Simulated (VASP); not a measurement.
Set up this calculation in VASP 6.6.1, as the native input.

* Task: single point
* Functional: PBEsol
* Potentials or basis: VASP PAW PBE potentials, release 64 (Zn)
* Cutoff: 520 eV
* k mesh: 10 × 10 × 10
* Occupations: fermi-dirac, width 0.05 eV
* Spin: no spin polarisation
* Dipole correction: no
* Further INCAR settings: ALGO = Fast; EDIFF = 1e-06; NBANDS = 12

The structure of Zn lies in POSCAR:

```
Zn
1.0
    0.0000000000      1.9647760000      1.8861849600
    1.9647760000      0.0000000000      1.8861849600
    1.9647760000      1.9647760000      0.0000000000
Zn
1
Direct
    0.0000000000      0.0000000000      0.0000000000
```

One way to write it, as run:

INCAR

```
PREC = Accurate
ENCUT = 520
EDIFF = 1E-6
ISMEAR = -1
SIGMA = 0.05
LREAL = False
LASPH = True
NELM = 80
ALGO = Fast
ISIF = 2
LWAVE = False
LCHARG = False
GGA = PS
NBANDS = 12
```

KPOINTS

```
Automatic mesh
0
Gamma
  10 10 10
```

Potentials or basis: VASP PAW PBE potentials, release 64 (Zn).

Run with:

```sh
$ cat potpaw_PBE.64/Zn/POTCAR > POTCAR
$ mpirun -np 1 vasp_std > vasp.out
```

It gave:

* Pressure: -2.1 GPa
* Band gap on the k mesh: zero (band 6 reaches 4.77 eV, above the bottom of band 7 at 1.90 eV)

Caveat: the PAW data sets were made with another functional, which shifts forces and pressure a little.

Wall time 9.9 s on 1 thread of AMD EPYC 9R14 (Zen 4), on a shared host, peak memory 0.1 GiB.
